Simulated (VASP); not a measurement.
Here is a VASP 6.6.1 calculation.

File POSCAR:

```
CSe2
1.0
    3.5697670000     -2.9947800000      0.0000000000
    3.5697670000      2.9947800000      0.0000000000
    0.0000000000      0.0000000000      9.4626520000
Se C
4 2
Direct
    0.2124220000      0.7875780000      0.8793850000
    0.7875780000      0.2124220000      0.1206150000
    0.2875780000      0.7124220000      0.3793850000
    0.7124220000      0.2875780000      0.6206150000
    0.0000000000      0.0000000000      0.0000000000
    0.5000000000      0.5000000000      0.5000000000
```

Contents of INCAR.step1:

```
PREC = Accurate
ENCUT = 520
ISMEAR = -1
SIGMA = 0.05
LREAL = False
LASPH = True
NELM = 80
NBANDS = 25
GGA = PE
ALGO = Normal
EDIFF = 1E-4
LWAVE = True
LCHARG = False
```

Contents of INCAR.step2:

```
PREC = Accurate
ENCUT = 520
EDIFF = 1E-6
ISMEAR = -1
SIGMA = 0.05
LREAL = False
LASPH = True
NELM = 80
ALGO = Normal
ISIF = 2
LWAVE = False
LCHARG = False
METAGGA = R2SCAN
LMIXTAU = True
NBANDS = 25
ISTART = 1
```

KPOINTS

```
regular mesh
0
Gamma
  5 5 3
```

Potentials or basis: VASP PAW PBE potentials, release 64 (Se, C).

Run with:

```console
$ cat potpaw_PBE.64/Se/POTCAR potpaw_PBE.64/C/POTCAR > POTCAR
$ cp INCAR.step1 INCAR
$ mpirun -np 1 vasp_std > vasp.out
$ cp INCAR.step2 INCAR
$ mpirun -np 1 vasp_std > vasp.out
```

(1) Predict the largest force.

(2) Estimate the band gap on the k mesh.

(3) Predict the pressure.

## Answers

(1) 0.527 eV/Å.

(2) 2.64 eV (least direct gap 2.71 eV).

(3) -1.2 GPa.

Caveat: the PAW data sets were made with another functional, which shifts forces and pressure a little; an odd mesh through Γ misses points on the zone boundary, where band edges can lie.
